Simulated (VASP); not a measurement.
A run of VASP 6.6.1 is set up as follows.

File INCAR:

```
  PREC = Accurate
  ENCUT = 520
  EDIFF = 1E-7
  ISMEAR = 0
  SIGMA = 0.15
  LREAL = F
  LASPH = T
  NELM = 80
  ALGO = Normal
  ISIF = 2
  LWAVE = F
  LCHARG = F
  GGA = PE
  NBANDS = 50
```

Contents of KPOINTS:

```
regular mesh
0
Gamma
  3 3 2
```

Contents of POSCAR:

```
TaCl3F
1.0
    6.4816317838     -3.2570206563     -0.1264440502
    6.4816317838      3.2570206563     -0.1264440502
   -6.0328080335      0.0000000000      6.7916184081
Ta Cl F
2 6 2
Direct
    0.7671323966      0.2328676034      0.0000000000
    0.2328676034      0.7671323966      0.0000000000
    0.4925454106     -0.0102307819      0.2585909688
   -0.0102307819      0.4925454106      0.2585909688
    0.5074545894      1.0102307819      0.7414090312
    1.0102307819      0.5074545894      0.7414090312
    0.0194255179      0.0194255179      0.8119286291
    0.9805744821      0.9805744821      0.1880713709
    0.5128883446      0.5128883446      0.8769955608
    0.4871116554      0.4871116554      0.1230044392
```

Potentials or basis: VASP PAW PBE potentials, release 64 (Ta_pv, Cl, F).

The run is started by

```console
$ cat potpaw_PBE.64/Ta_pv/POTCAR potpaw_PBE.64/Cl/POTCAR potpaw_PBE.64/F/POTCAR > POTCAR
$ mpirun -np 1 vasp_std > vasp.out
```

**Question.** Estimate the largest force.

**Answer.** 0.057 eV/Å.

**Question.** Estimate the pressure.

**Answer.** 0.0 GPa.

**Question.** What does it give for the band gap on the k mesh?

**Answer.** 0.89 eV (least direct gap 0.91 eV).

Stress tensor (GPa, compression positive):
```
 0.06  0.00 -0.14
 0.00  0.01  0.00
-0.14  0.00  0.01
```

Caveat: the k points lie up to 0.47 Å⁻¹ apart; spin-orbit coupling is left out, which moves the levels of the heavy elements; this functional lacks dispersion, which binds layers or chains, so the pressure and a relaxed spacing across them are unreliable. A k mesh can miss the band edges.
